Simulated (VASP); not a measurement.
# CdAgF4 (P4/mmm) in VASP: single point with PBE

Aim: the single point of CdAgF4 with PBE.

Program: VASP 6.6.1. These are calculated values, not measurements. Logs are shortened: lines on timing, memory, paths and dates and some standing lists are left out, and cuts for length are marked.

### Step 1. The cell of the first run

Symmetry: P4/mmm, No. 123, tetragonal system. The conventional cell has a = 4.179 Å, b = 4.179 Å, c = 6.548 Å, α = 90.00°, β = 90.00°, γ = 90.00°. Within 2.8 Å of Cd (site symmetry 4/mmm) lie 6 F at 2.09 to 2.13 Å. Ag (site symmetry 4/mmm) has 16 F at 3.17 to 3.88 Å and 4 Ag at 4.18 Å within 4.2 Å. Within 2.8 Å of F (site symmetry 4mm) lie 1 Cd at 2.13 Å and 1 F at 2.29 Å. Within 2.8 Å of F (site symmetry mmm) lie 2 Cd at 2.09 Å. F (site symmetry mmm) has 2 Cd at 2.09 Å within 2.8 Å.

### Step 2. Single point, PBE

The input, INCAR:

```
ALGO = Normal ; EDIFF = 1E-7
ENCUT = 520 ; GGA = PE
ISIF = 2 ; ISMEAR = 0
LASPH = T ; LCHARG = F
LREAL = F ; LWAVE = F
NBANDS = 63 ; NELM = 100
PREC = Accurate ; SIGMA = 0.2
```

The input, KPOINTS:

```
k-points
0
Gamma
  6 4 4
```

The input, POSCAR:

```
CdAgF4
1.0
    0.0000000000      4.1789400934      0.0000000000
    0.0000000000      0.0000000000      6.5481595883
    8.3578801869      0.0000000000      0.0000000000
Cd Ag F
2 2 8
Direct
    0.0000000000      0.0000000000      0.0000000000
    0.0000000000      0.0000000000      0.5000000000
    0.5000000000      0.5000000000      0.2500000000
    0.5000000000      0.5000000000      0.7500000000
    1.0000000000      0.6745965184      0.0000000000
    1.0000000000      0.6745965184      0.5000000000
    0.0000000000      0.0000000000      0.2500000000
    0.0000000000      0.0000000000      0.7500000000
    0.5000000000      0.0000000000      0.5000000000
    0.5000000000      0.0000000000      1.0000000000
    1.0000000000      0.3254034816      0.0000000000
    1.0000000000      0.3254034816      0.5000000000
```

Potentials or basis: VASP PAW PBE potentials, release 64 (Cd, Ag, F).

Run with:

```console
> cat potpaw_PBE.64/Cd/POTCAR potpaw_PBE.64/Ag/POTCAR potpaw_PBE.64/F/POTCAR > POTCAR
> mpirun -np 1 vasp_std > vasp.out
```

OUTCAR:

```text
EDIFF = 1E-7
   ENCUT = 520
   GGA = PE
   ISIF = 2
   ISMEAR = 0
   LASPH = T
   LREAL = F
   NELM = 100
   PREC = Accurate

 ion  position               nearest neighbor table
   1  0.000  0.000  0.000-  10 2.09  10 2.09   7 2.09   8 2.09  11 2.13   5 2.13
   2  0.000  0.000  0.500-   9 2.09   9 2.09   7 2.09   8 2.09  12 2.13   6 2.13
   3  0.500  0.500  0.250-
   4  0.500  0.500  0.750-
   5  0.000  0.675  0.000-   1 2.13
   6  0.000  0.675  0.500-   2 2.13
   7  0.000  0.000  0.250-   1 2.09   2 2.09
   8  0.000  0.000  0.750-   1 2.09   2 2.09
   9  0.500  0.000  0.500-   2 2.09   2 2.09
  10  0.500  0.000  0.000-   1 2.09   1 2.09
  11  0.000  0.325  0.000-   1 2.13
  12  0.000  0.325  0.500-   2 2.13

  LATTYP: Found a simple orthorhombic cell.
 ALAT       =     4.1789400934
 B/A-ratio  =     1.5669426797
 C/A-ratio  =     2.0000000000

  Lattice vectors:

 A1 = (   0.0000000000,   4.1789400934,   0.0000000000)
 A2 = (   0.0000000000,   0.0000000000,   6.5481595883)
 A3 = (   8.3578801869,   0.0000000000,   0.0000000000)

Analysis of symmetry for initial positions (statically):
=====================================================================
 Subroutine PRICEL returns following result:

  LATTYP: Found a simple tetragonal cell.
 ALAT       =     4.1789400934
 C/A-ratio  =     1.5669426797

  Lattice vectors:

 A1 = (   0.0000000000,  -4.1789400934,   0.0000000000)
 A2 = (   4.1789400934,   0.0000000000,   0.0000000000)
 A3 = (   0.0000000000,   0.0000000000,   6.5481595883)

   2 primitive cells build up your supercell.

 Routine SETGRP: Setting up the symmetry group for a
 simple orthorhombic supercell.

 Subroutine GETGRP returns: Found  8 space group operations
 (whereof  8 operations were pure point group operations)
 out of a pool of  8 trial point group operations.

The static configuration has the point symmetry D_2h.

Analysis of symmetry for dynamics (positions and initial velocities):
=====================================================================
 Subroutine PRICEL returns following result:

  LATTYP: Found a simple tetragonal cell.
 ALAT       =     4.1789400934
 C/A-ratio  =     1.5669426797

  Lattice vectors:

 A1 = (   0.0000000000,  -4.1789400934,   0.0000000000)
 A2 = (   4.1789400934,   0.0000000000,   0.0000000000)
 A3 = (   0.0000000000,   0.0000000000,   6.5481595883)

   2 primitive cells build up your supercell.

 Routine SETGRP: Setting up the symmetry group for a
 simple orthorhombic supercell.

 Subroutine GETGRP returns: Found  8 space group operations
 (whereof  8 operations were pure point group operations)
 out of a pool of  8 trial point group operations.

The dynamic configuration has the point symmetry D_2h.

 Subroutine INISYM returns: Found  8 space group operations
 (whereof  8 operations are pure point group operations),
 and found     2 'primitive' translations

----------------------------------------------------------------------------------------

                                     Primitive cell

  volume of cell :     114.3540

  direct lattice vectors                    reciprocal lattice vectors
     0.000000000 -4.178940093  0.000000000     0.000000000 -0.239295127  0.000000000
     4.178940093  0.000000000  0.000000000     0.239295127  0.000000000  0.000000000
     0.000000000  0.000000000  6.548159588     0.000000000  0.000000000  0.152714665

  length of vectors
     4.178940093  4.178940093  6.548159588     0.239295127  0.239295127  0.152714665

  position of ions in fractional coordinates (direct lattice)
     0.000000000  0.000000000  0.000000000
     0.500000000  0.500000000  0.500000000
     0.000000000  0.000000000  0.674596518
     0.000000000  0.500000000  0.000000000
     0.500000000  0.000000000  0.000000000
     0.000000000  0.000000000  0.325403482

  ion indices of the primitive-cell ions
   primitive index   ion index
                 1           1
                 2           3
                 3           5
                 4           7
                 5          10
                 6          11

----------------------------------------------------------------------------------------

 KPOINTS: k-points

Automatic generation of k-mesh.
 Grid dimensions read from file:
 generate k-points for:    6    4    4

 Generating k-lattice:

  Cartesian coordinates                     Fractional coordinates (reciprocal lattice)
     0.000000000  0.039882521  0.000000000     0.166666667  0.000000000  0.000000000
     0.000000000  0.000000000  0.038178666     0.000000000  0.250000000  0.000000000
     0.029911891  0.000000000  0.000000000     0.000000000  0.000000000  0.250000000

  Length of vectors
     0.039882521  0.038178666  0.029911891

  Shift w.r.t. Gamma in fractional coordinates (k-lattice)
     0.000000000  0.000000000  0.000000000

 Subroutine IBZKPT returns following result:
 ===========================================

 Found     36 irreducible k-points:

 Following reciprocal coordinates:
            Coordinates               Weight
  0.000000  0.000000  0.000000      1.000000
  0.166667  0.000000  0.000000      2.000000
  0.333333  0.000000  0.000000      2.000000
  0.500000  0.000000  0.000000      1.000000
  0.000000  0.250000  0.000000      2.000000
  0.166667  0.250000  0.000000      4.000000
[... 16 lines left out ...]
  0.333333  0.500000  0.250000      4.000000
  0.500000  0.500000  0.250000      2.000000
 [... further k-points ...]
   k-points           NKPTS =     36   k-points in BZ     NKDIM =     36   number of bands    NBANDS=     63
   number of dos      NEDOS =    301   number of ions     NIONS =     12
   total plane-waves  NPLWV = 102400
   dimension x,y,z NGX =    32 NGY =   50 NGZ =   64
   dimension x,y,z NGXF=    64 NGYF=  100 NGZF=  128
   ions per type =               2   2   8
   NGX,Y,Z   is equivalent  to a cutoff of  12.73, 12.69, 12.73 a.u.
   NGXF,Y,Z  is equivalent  to a cutoff of  25.46, 25.39, 25.46 a.u.
 SYSTEM =  unknown system
   PREC   = accura    normal or accurate (medium, high low for compatibility)
   ISTART =      0    job   : 0-new  1-cont  2-samecut
   ICHARG =      2    charge: 1-file 2-atom 10-const
   ISPIN  =      1    spin polarized calculation?
   LNONCOLLINEAR =      F non collinear calculations
   LSORBIT =      F    spin-orbit coupling
   LASPH  =      T    aspherical Exc in radial PAW
   ENCUT  =  520.0 eV  38.22 Ry    6.18 a.u.   7.77 12.18 15.54*2*pi/ulx,y,z
   NELM   =    100;   NELMIN=  2; NELMDL= -5     # of ELM steps
   EDIFF  = 0.1E-06   stopping-criterion for ELM
   LREAL  =      F    real-space projection
   EDIFFG = 0.1E-05   stopping-criterion for IOM
   NSW    =      0    number of steps for IOM
   IBRION =     -1    ionic relax: 0-MD 1-quasi-New 2-CG
   NFREE  =      0    steps in history (QN), initial steepest desc. (CG)
   ISIF   =      2    stress and relaxation
   ISYM   =      2    0-nonsym 1-usesym 2-fastsym
   POTIM  = 0.5000    time-step for ionic-motion
   TEBEG  =    0.0;   TEEND  =   0.0 temperature during run
   PSTRESS=    0.0 pullay stress
   NELECT =     102.0000    total number of electrons
   NUPDOWN=      -1.0000    fix difference up-down
   EMIN   =  10.00;   EMAX   =-10.00  energy-range for DOS
   EFERMI =   0.00;   METHOD = LEGACY
   ISMEAR =     0;   SIGMA  =   0.20  broadening in eV -4-tet -1-fermi 0-gaus
   EFERMI_NEDOS =   21; number of points for ismear=-14 and -15
   IALGO  =     38    algorithm
   IMIX   =      4    mixing-type and parameters
     AMIX     =   0.40;   BMIX     =  1.00
     AMIX_MAG =   1.60;   BMIX_MAG =  1.00
  volume/ion in A,a.u.               =      19.06       128.62
  Fermi-wavevector in a.u.,A,eV,Ry     =   1.250780  2.363632 21.285654  1.564451
  Thomas-Fermi vector in A             =   2.384759
   LORBIT       =      0    0 simple, 1 ext, 2 COOP (PROOUT), +10 PAW based schemes
   GGA     = PE    functional components
   LHFCALC =     F    Hartree Fock is set to
   AEXX    =    0.0000 exact exchange contribution
   IVDW    =     0    specifies the selected vdW correction
   LEPSILON=     F    determine dielectric tensor
   LRPA    =     F    only Hartree local field effects (RPA)
 non-spin polarized calculation
 Gauss-broadening in eV      SIGMA  =   0.20
  energy-cutoff  :      520.00
  volume of cell :      228.71
 maximum number of plane-waves:      6200
 NGX is ok and might be reduce to    32
   NGX = 15   NGY = 25   NGZ = 31

 number of electron     102.0000021 magnetization

 Free energy of the ion-electron system (eV)
  ---------------------------------------------------
  ext. energy  EPLUGINS =         0.00000000
  ---------------------------------------------------
  free energy    TOTEN  =       -35.44130858 eV

  energy without entropy =      -35.34120862  energy(sigma->0) =      -35.39125860

 E-fermi :  -2.1865     XC(G=0):  -8.3532

 val. band max:       -2.2224298465   @ k =   0.0000   0.5000   0.5000
 cond. band min:      -2.1723577622   @ k =   0.1667   0.5000   0.5000
 fundamental gap:      0.0500720843
 Fermi energy:        -2.1864819962

 k-point     1 :       0.0000    0.0000    0.0000
  band No.  band energies     occupation
      1     -23.1731      2.00000
      2     -23.0184      2.00000
      3     -22.8820      2.00000
      4     -22.8697      2.00000
      5     -22.5745      2.00000
      6     -22.5715      2.00000
[... 55 lines left out ...]
     62       8.7220      0.00000
     63       8.7223      0.00000

 k-point     2 :       0.1667    0.0000    0.0000
  band No.  band energies     occupation
      1     -23.1381      2.00000
      2     -22.9769      2.00000
      3     -22.8763      2.00000
      4     -22.8685      2.00000
      5     -22.5764      2.00000
      6     -22.5718      2.00000
[... 55 lines left out ...]
     62       8.0336      0.00000
     63       8.7110      0.00000

 k-point     3 :       0.3333    0.0000    0.0000
  band No.  band energies     occupation
      1     -23.0712      2.00000
      2     -22.8889      2.00000
      3     -22.8658      2.00000
      4     -22.8594      2.00000
      5     -22.5835      2.00000
      6     -22.5736      2.00000
[... 1375 lines left out ...]
     62       7.8549      0.00000
     63       8.7301      0.00000

 k-point    24 :       0.5000    0.5000    0.2500
  band No.  band energies     occupation
      1     -23.0089      2.00000
      2     -22.8902      2.00000
      3     -22.8459      2.00000
      4     -22.8422      2.00000
      5     -22.5252      2.00000
      6     -22.5209      2.00000
[... 55 lines left out ...]
     62       7.9351      0.00000
     63       8.6016      0.00000

 [... further k-points ...]

------------------------ aborting loop because EDIFF is reached ----------------------------------------

  FORCE on cell =-STRESS in cart. coord.  units (eV):
  Direction    XX          YY          ZZ          XY          YZ          ZX
  --------------------------------------------------------------------------------------
  -------------------------------------------------------------------------------------
  Total        0.8944471      1.0389338      0.9661633      0.0000000      0.0000000      0.0000000
  in kB        6.2659037      7.2780813      6.7682996      0.0000000      0.0000000      0.0000000
  external PRESSURE =       6.7707615 kB  Pullay stress =       0.0000000 kB

 VOLUME and BASIS-vectors are now :
 -----------------------------------------------------------------------------
  energy-cutoff  :      520.00
  volume of cell :      228.71
      direct lattice vectors                 reciprocal lattice vectors
     0.000000000  4.178940093  0.000000000     0.000000000  0.239295127  0.000000000
     0.000000000  0.000000000  6.548159588     0.000000000  0.000000000  0.152714665
     8.357880187  0.000000000  0.000000000     0.119647563  0.000000000  0.000000000

 POSITION                                       TOTAL-FORCE (eV/Angst)
 -----------------------------------------------------------------------------------
      0.00000      0.00000      0.00000         0.000000     -0.000000      0.000000
      4.17894      0.00000      0.00000         0.000000     -0.000000      0.000000
      2.08947      2.08947      3.27408         0.000000     -0.000000      0.000000
      6.26841      2.08947      3.27408         0.000000     -0.000000      0.000000
      0.00000      0.00000      4.41737        -0.000000      0.000000     -0.120819
      4.17894      0.00000      4.41737        -0.000000      0.000000     -0.120819
      2.08947      0.00000      0.00000         0.000000     -0.000000      0.000000
      6.26841      0.00000      0.00000         0.000000     -0.000000      0.000000
      4.17894      2.08947      0.00000         0.000000      0.000000      0.000000
      0.00000      2.08947      0.00000         0.000000      0.000000      0.000000
      0.00000      0.00000      2.13079         0.000000     -0.000000      0.120819
      4.17894      0.00000      2.13079         0.000000     -0.000000      0.120819
 -----------------------------------------------------------------------------------
    total drift:                                0.000000      0.000000      0.000000

  FREE ENERGIE OF THE ION-ELECTRON SYSTEM (eV)
  ---------------------------------------------------
  free  energy   TOTEN  =       -35.4413085842 eV

  energy  without entropy=      -35.3412086235  energy(sigma->0) =      -35.39125860
```

Run time: 7 min. Hardware: 1 thread of Intel Xeon Platinum 8375C at 2.90GHz (Ice Lake), shared host; peak memory 0.58 GiB.

What came out:

```
Free energy            : -35.4413 eV
Pressure               : 0.7 GPa
Largest force          : 0.121 eV/Å
Band gap on the k mesh : zero (bands 51 and 52 overlap by 1.26 eV)
```

Forces in eV/Å, atoms in the order of the input:
```
Cd   0.000  0.000  0.000
Cd   0.000  0.000  0.000
Ag   0.000  0.000  0.000
Ag   0.000  0.000  0.000
F    0.000  0.000 -0.121
F    0.000  0.000 -0.121
F    0.000  0.000  0.000
F    0.000  0.000  0.000
F    0.000  0.000  0.000
F    0.000  0.000  0.000
F    0.000  0.000  0.121
F    0.000  0.000  0.121
```

Stress tensor (GPa, compression positive):
```
0.63 0.00 0.00
0.00 0.73 0.00
0.00 0.00 0.68
```

Levels at points of the mesh, in eV from the Fermi level:
| k point | band 47 | band 48 | band 49 | band 50 | band 51 | band 52 | band 53 | band 54 | band 55 | band 56 |
| --- | --- | --- | --- | --- | --- | --- | --- | --- | --- | --- |
| (0.00, 0.00, 0.00) | -0.90 | -0.87 | -0.74 | -0.73 | -0.73 | -0.44 | 1.78 | 3.62 | 6.02 | 6.28 |
| (0.50, 0.00, 0.00) | -0.74 | -0.65 | -0.65 | -0.54 | -0.42 | 0.47 | 3.62 | 3.93 | 6.02 | 7.58 |
| (0.00, 0.50, 0.00) | -1.04 | -0.81 | -0.81 | -0.70 | -0.69 | 0.47 | 2.23 | 3.66 | 5.08 | 6.48 |
| (0.50, 0.50, 0.00) | -0.79 | -0.79 | -0.70 | 0.47 | 0.48 | 0.48 | 3.66 | 3.85 | 6.48 | 7.41 |
| (0.00, 0.00, 0.50) | -0.91 | -0.91 | -0.82 | -0.82 | -0.78 | -0.78 | 2.55 | 2.55 | 6.75 | 6.75 |
| (0.50, 0.00, 0.50) | -0.77 | -0.77 | -0.76 | -0.76 | -0.14 | -0.14 | 3.74 | 3.74 | 6.70 | 6.70 |
| (0.00, 0.50, 0.50) | -0.90 | -0.90 | -0.87 | -0.87 | -0.04 | -0.04 | 2.80 | 2.80 | 5.85 | 5.85 |
| (0.50, 0.50, 0.50) | -0.87 | -0.87 | -0.48 | -0.48 | 0.48 | 0.48 | 3.74 | 3.74 | 7.02 | 7.02 |
